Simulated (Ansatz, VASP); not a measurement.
# Two plane-wave programs on WSe2

```
W Se
1.0
     3.27090    0.00000    0.00000
    -1.63545    2.83268    0.00000
     0.00000    0.00000   29.18475
W Se
3 6
Direct
  0.66667 0.33333 0.00000
  0.33333 0.66667 0.77346
  0.33333 0.66667 0.22654
  0.33333 0.66667 0.05737
  0.66667 0.33333 0.83084
  0.66667 0.33333 0.28383
  0.33333 0.66667 0.94263
  0.66667 0.33333 0.71617
  0.66667 0.33333 0.16916
```

Alike in both runs: task single point; functional PBEsol; k mesh 12 × 12 × 1; occupations gaussian, width 0.02 eV; no spin polarisation.

|  | VASP | Ansatz |
| --- | --- | --- |
| version | VASP 6.6.1 | Ansatz 0.2.0 |
| potentials or method | VASP PAW PBE potentials, release 64 (W_sv, Se), cutoff 520 eV | scalar-relativistic, plane waves, PAW |
| valence electrons in the cell | 78 | 138 |

VASP gave:

| Item | Value |
| --- | --- |
| gap on the k mesh at the Fermi level (eV) | 1.24 |
| least direct gap on the mesh (eV) | 1.62 |

Q: What did Ansatz give for the same quantities?

A: gap on the k mesh at the Fermi level (eV): 1.25; least direct gap on the mesh (eV): 1.63.

VASP's potentials were made for PBE, not for PBEsol. VASP's potentials hold 78 valence electrons a cell and Ansatz's 138, so a difference there can come from the potentials and not from the codes.

Neither program's run includes spin-orbit coupling.
